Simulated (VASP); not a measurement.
# ZnCu2 (Cu (100), 3 layers) in VASP: single point with PBE

Aim: the single point of ZnCu2 (Cu (100), 3 layers) with PBE.

Program: VASP 6.6.1. These are calculated values, not measurements. Logs are shortened: lines on timing, memory, paths and dates and some standing lists are left out, and cuts for length are marked.

**1. The cell of the first run**

The cell holds a slab with vacuum, 3 atoms: a = 2.567 Å, b = 2.567 Å, c = 19.630 Å, α = 90.00°, β = 90.00°, γ = 90.00°.

**2. Single point, PBE**

Input file INCAR:

```
SYSTEM = ZnCu2
PREC = Accurate
ENCUT = 520
EDIFF = 1E-6
ISMEAR = -1
SIGMA = 0.1
LREAL = .FALSE.
LASPH = .TRUE.
NELM = 100
ALGO = Normal
ISIF = 2
LWAVE = .FALSE.
LCHARG = .FALSE.
LDIPOL = .TRUE.
IDIPOL = 3
DIPOL = 0.5 0.5 0.500
GGA = PE
NBANDS = 24
```

Input file KPOINTS:

```
regular mesh
0
G
  14 14 1
  0 0 0
```

Input file POSCAR:

```
ZnCu2
1.0
    2.5665139637      0.0000000000      0.0000000000
    0.0000000000      2.5665139637      0.0000000000
    0.0000000000      0.0000000000     19.6296000000
Cu Zn
2 1
Direct
    0.0000000000      0.0000000000      0.4099484592
    0.0000000000      0.0000000000      0.5900516344
    0.5000000000      0.5000000000      0.4999999064
```

Potentials or basis: VASP PAW PBE potentials, release 64 (Cu, Zn).

The run is started by

```console
$ cat potpaw_PBE.64/Cu/POTCAR potpaw_PBE.64/Zn/POTCAR > POTCAR
$ mpirun -np 1 vasp_std > vasp.out
```

OUTCAR:

```text
SYSTEM = ZnCu2
   PREC = Accurate
   ENCUT = 520
   EDIFF = 1E-6
   ISMEAR = -1
   LREAL = .FALSE.
   LASPH = .TRUE.
   NELM = 100
   ISIF = 2
   GGA = PE

 ion  position               nearest neighbor table
   1  0.000  0.000  0.410-   3 2.53   3 2.53   3 2.53   3 2.53
   2  0.000  0.000  0.590-   3 2.53   3 2.53   3 2.53   3 2.53
   3  0.500  0.500  0.500-   1 2.53   1 2.53   1 2.53   1 2.53   2 2.53   2 2.53   2 2.53   2 2.53

  LATTYP: Found a simple tetragonal cell.
 ALAT       =     2.5665139637
 C/A-ratio  =     7.6483511400

  Lattice vectors:

 A1 = (   2.5665139637,   0.0000000000,   0.0000000000)
 A2 = (   0.0000000000,   2.5665139637,   0.0000000000)
 A3 = (   0.0000000000,   0.0000000000,  19.6296000000)

Analysis of symmetry for initial positions (statically):
=====================================================================
 Subroutine PRICEL returns:
 Original cell was already a primitive cell.

 Routine SETGRP: Setting up the symmetry group for a
 simple tetragonal supercell.

 Subroutine GETGRP returns: Found 16 space group operations
 (whereof 16 operations were pure point group operations)
 out of a pool of 16 trial point group operations.

The static configuration has the point symmetry D_4h.

Analysis of symmetry for dynamics (positions and initial velocities):
=====================================================================
 Subroutine PRICEL returns:
 Original cell was already a primitive cell.

 Routine SETGRP: Setting up the symmetry group for a
 simple tetragonal supercell.

 Subroutine GETGRP returns: Found 16 space group operations
 (whereof 16 operations were pure point group operations)
 out of a pool of 16 trial point group operations.

The dynamic configuration has the point symmetry D_4h.

 Subroutine INISYM returns: Found 16 space group operations
 (whereof 16 operations are pure point group operations),
 and found     1 'primitive' translations

----------------------------------------------------------------------------------------

                                     Primitive cell

  volume of cell :     129.3001

  direct lattice vectors                    reciprocal lattice vectors
     2.566513964  0.000000000  0.000000000     0.389633571  0.000000000  0.000000000
     0.000000000  2.566513964  0.000000000     0.000000000  0.389633571  0.000000000
     0.000000000  0.000000000 19.629600000     0.000000000  0.000000000  0.050943473

  length of vectors
     2.566513964  2.566513964 19.629600000     0.389633571  0.389633571  0.050943473

  position of ions in fractional coordinates (direct lattice)
     0.000000000  0.000000000  0.409948459
     0.000000000  0.000000000  0.590051634
     0.500000000  0.500000000  0.499999906

  ion indices of the primitive-cell ions
   primitive index   ion index
                 1           1
                 2           2
                 3           3

----------------------------------------------------------------------------------------

 KPOINTS: regular mesh

Automatic generation of k-mesh.
 Grid dimensions read from file:
 generate k-points for:   14   14    1

 Generating k-lattice:

  Cartesian coordinates                     Fractional coordinates (reciprocal lattice)
     0.027830969  0.000000000  0.000000000     0.071428571  0.000000000  0.000000000
     0.000000000  0.027830969  0.000000000     0.000000000  0.071428571  0.000000000
     0.000000000  0.000000000  0.050943473     0.000000000  0.000000000  1.000000000

  Length of vectors
     0.027830969  0.027830969  0.050943473

  Shift w.r.t. Gamma in fractional coordinates (k-lattice)
     0.000000000  0.000000000  0.000000000

 Subroutine IBZKPT returns following result:
 ===========================================

 Found     36 irreducible k-points:

 Following reciprocal coordinates:
            Coordinates               Weight
  0.000000  0.000000  0.000000      1.000000
  0.071429  0.000000  0.000000      4.000000
  0.142857  0.000000  0.000000      4.000000
  0.214286  0.000000  0.000000      4.000000
  0.285714  0.000000  0.000000      4.000000
  0.357143  0.000000  0.000000      4.000000
[... 16 lines left out ...]
  0.285714  0.214286  0.000000      8.000000
  0.357143  0.214286  0.000000      8.000000
 [... further k-points ...]
   k-points           NKPTS =     36   k-points in BZ     NKDIM =     36   number of bands    NBANDS=     24
   number of dos      NEDOS =    301   number of ions     NIONS =      3
   total plane-waves  NPLWV =  60000
   dimension x,y,z NGX =    20 NGY =   20 NGZ =  150
   dimension x,y,z NGXF=    40 NGYF=   40 NGZF=  300
   ions per type =               2   1
   NGX,Y,Z   is equivalent  to a cutoff of  12.95, 12.95, 12.70 a.u.
   NGXF,Y,Z  is equivalent  to a cutoff of  25.91, 25.91, 25.41 a.u.
 SYSTEM =  ZnCu2
   PREC   = accura    normal or accurate (medium, high low for compatibility)
   ISTART =      0    job   : 0-new  1-cont  2-samecut
   ICHARG =      2    charge: 1-file 2-atom 10-const
   ISPIN  =      1    spin polarized calculation?
   LNONCOLLINEAR =      F non collinear calculations
   LSORBIT =      F    spin-orbit coupling
   LASPH  =      T    aspherical Exc in radial PAW
   ENCUT  =  520.0 eV  38.22 Ry    6.18 a.u.   4.77  4.77 36.50*2*pi/ulx,y,z
   NELM   =    100;   NELMIN=  2; NELMDL= -5     # of ELM steps
   EDIFF  = 0.1E-05   stopping-criterion for ELM
   LREAL  =      F    real-space projection
   EDIFFG = 0.1E-04   stopping-criterion for IOM
   NSW    =      0    number of steps for IOM
   IBRION =     -1    ionic relax: 0-MD 1-quasi-New 2-CG
   NFREE  =      0    steps in history (QN), initial steepest desc. (CG)
   ISIF   =      2    stress and relaxation
   ISYM   =      2    0-nonsym 1-usesym 2-fastsym
   POTIM  = 0.5000    time-step for ionic-motion
   TEBEG  =    0.0;   TEEND  =   0.0 temperature during run
   PSTRESS=    0.0 pullay stress
   NELECT =      34.0000    total number of electrons
   NUPDOWN=      -1.0000    fix difference up-down
   EMIN   =  10.00;   EMAX   =-10.00  energy-range for DOS
   EFERMI =   0.00;   METHOD = LEGACY
   ISMEAR =    -1;   SIGMA  =   0.10  broadening in eV -4-tet -1-fermi 0-gaus
   EFERMI_NEDOS =   21; number of points for ismear=-14 and -15
   IALGO  =     38    algorithm
   IMIX   =      4    mixing-type and parameters
     AMIX     =   0.40;   BMIX     =  1.00
     AMIX_MAG =   1.60;   BMIX_MAG =  1.00
  volume/ion in A,a.u.               =      43.10       290.85
  Fermi-wavevector in a.u.,A,eV,Ry     =   1.048821  1.981985 14.966769  1.100026
  Thomas-Fermi vector in A             =   2.183759
   LORBIT       =      0    0 simple, 1 ext, 2 COOP (PROOUT), +10 PAW based schemes
   GGA     = PE    functional components
   LHFCALC =     F    Hartree Fock is set to
   AEXX    =    0.0000 exact exchange contribution
   IVDW    =     0    specifies the selected vdW correction
   LEPSILON=     F    determine dielectric tensor
   LRPA    =     F    only Hartree local field effects (RPA)
 non-spin polarized calculation
  energy-cutoff  :      520.00
  volume of cell :      129.30
 maximum number of plane-waves:      3510
 NGX is ok and might be reduce to    20
   NGX =  9   NGY =  9   NGZ = 73

 number of electron      33.9999946 magnetization

 dipolmoment           0.000000      0.000000      0.000000 electrons x Angstroem

 Free energy of the ion-electron system (eV)
  ---------------------------------------------------
  ext. energy  EPLUGINS =         0.00000000
  ---------------------------------------------------
  free energy    TOTEN  =        -7.47085338 eV

  energy without entropy =       -7.43914169  energy(sigma->0) =       -7.45499753

 E-fermi :  -1.4015     XC(G=0):  -4.4924

 val. band max:       -1.4886535780   @ k =   0.5000   0.2857   0.0000
 cond. band min:      -1.2842229964   @ k =   0.4286   0.4286   0.0000
 fundamental gap:      0.2044305816
 Fermi energy:        -1.4015040500

 k-point     1 :       0.0000    0.0000    0.0000
  band No.  band energies     occupation
      1     -11.4761      2.00000
      2      -9.7728      2.00000
      3      -9.3842      2.00000
      4      -8.6887      2.00000
      5      -8.6887      2.00000
      6      -8.4579      2.00000
[... 16 lines left out ...]
     23       5.5282      0.00000
     24       6.1612      0.00000

 k-point     2 :       0.0714    0.0000    0.0000
  band No.  band energies     occupation
      1     -11.3579      2.00000
      2      -9.7458      2.00000
      3      -9.3569      2.00000
      4      -8.7825      2.00000
      5      -8.6853      2.00000
      6      -8.4802      2.00000
[... 16 lines left out ...]
     23       5.6477      0.00000
     24       6.2642      0.00000

 k-point     3 :       0.1429    0.0000    0.0000
  band No.  band energies     occupation
      1     -11.0145      2.00000
      2      -9.6620      2.00000
      3      -9.2799      2.00000
      4      -8.9665      2.00000
      5      -8.6757      2.00000
      6      -8.5421      2.00000
[... 16 lines left out ...]
     23       6.0056      0.00000
     24       6.5654      0.00000
[... 514 lines left out ...]
 k-point    23 :       0.2857    0.2143    0.0000
  band No.  band energies     occupation
      1      -9.4254      2.00000
      2      -9.2528      2.00000
      3      -9.1407      2.00000
      4      -8.9809      2.00000
      5      -8.9569      2.00000
      6      -8.2174      2.00000
[... 16 lines left out ...]
     23       6.5966      0.00000
     24       6.7840      0.00000

 k-point    24 :       0.3571    0.2143    0.0000
  band No.  band energies     occupation
      1      -9.3834      2.00000
      2      -9.3772      2.00000
      3      -9.1011      2.00000
      4      -8.9640      2.00000
      5      -8.8757      2.00000
      6      -7.3726      2.00000
[... 16 lines left out ...]
     23       7.3148      0.00000
     24       7.4834      0.00000

 [... further k-points ...]

------------------------ aborting loop because EDIFF is reached ----------------------------------------

 vacuum level on the upper side and lower side of the slab       (xc-potential included)        -0.181        -0.181

  FORCE on cell =-STRESS in cart. coord.  units (eV):
  Direction    XX          YY          ZZ          XY          YZ          ZX
  --------------------------------------------------------------------------------------
  -------------------------------------------------------------------------------------
  Total        0.9985202      0.9985202      1.1886433      0.0000000      0.0000000      0.0000000
  in kB       12.3728207     12.3728207     14.7286660      0.0000000      0.0000000      0.0000000
  external PRESSURE =      13.1581025 kB  Pullay stress =       0.0000000 kB

 VOLUME and BASIS-vectors are now :
 -----------------------------------------------------------------------------
  energy-cutoff  :      520.00
  volume of cell :      129.30
      direct lattice vectors                 reciprocal lattice vectors
     2.566513964  0.000000000  0.000000000     0.389633571  0.000000000  0.000000000
     0.000000000  2.566513964  0.000000000     0.000000000  0.389633571  0.000000000
     0.000000000  0.000000000 19.629600000     0.000000000  0.000000000  0.050943473

 POSITION                                       TOTAL-FORCE (eV/Angst)
 -----------------------------------------------------------------------------------
      0.00000      0.00000      8.04712        -0.000000     -0.000000     -0.338507
      0.00000      0.00000     11.58248         0.000000      0.000000      0.338507
      1.28326      1.28326      9.81480         0.000000     -0.000000      0.000000
 -----------------------------------------------------------------------------------
    total drift:                               -0.000000      0.000000      0.000110

  FREE ENERGIE OF THE ION-ELECTRON SYSTEM (eV)
  ---------------------------------------------------
  free  energy   TOTEN  =        -7.4708533809 eV

  energy  without entropy=       -7.4391416861  energy(sigma->0) =       -7.45499753

 vacuum level on the upper side and lower side of the slab         3.053         3.053
```

It took 2.2 min on 1 thread of Intel Xeon 6975P-C, shared host; peak memory 0.3 GiB.

Results:

```yaml
Free_energy: -7.4709 eV
Largest_force: 0.339 eV/Å
Band_gap_on_the_k_mesh: zero (band 17 reaches 0.53 eV, above the bottom of band 18 at -2.89 eV)
```

Forces in eV/Å, atoms in the order of the input:
```
Cu   0.000  0.000 -0.339
Cu   0.000  0.000  0.339
Zn   0.000  0.000  0.000
```

Levels at points of the mesh, in eV from the Fermi level:
| k point | band 13 | band 14 | band 15 | band 16 | band 17 | band 18 | band 19 | band 20 | band 21 | band 22 |
| --- | --- | --- | --- | --- | --- | --- | --- | --- | --- | --- |
| (0.00, 0.00, 0.00) | -2.33 | -2.20 | -2.20 | -1.91 | -1.90 | -1.49 | 0.65 | 4.13 | 4.65 | 5.21 |
| (0.50, 0.00, 0.00) | -2.26 | -2.18 | -2.15 | -1.81 | -0.99 | -0.67 | 2.29 | 3.66 | 5.08 | 6.83 |
| (0.50, 0.50, 0.00) | -2.27 | -1.49 | -1.49 | 1.52 | 1.52 | 5.17 | 5.22 | 5.22 | 5.58 | 8.08 |
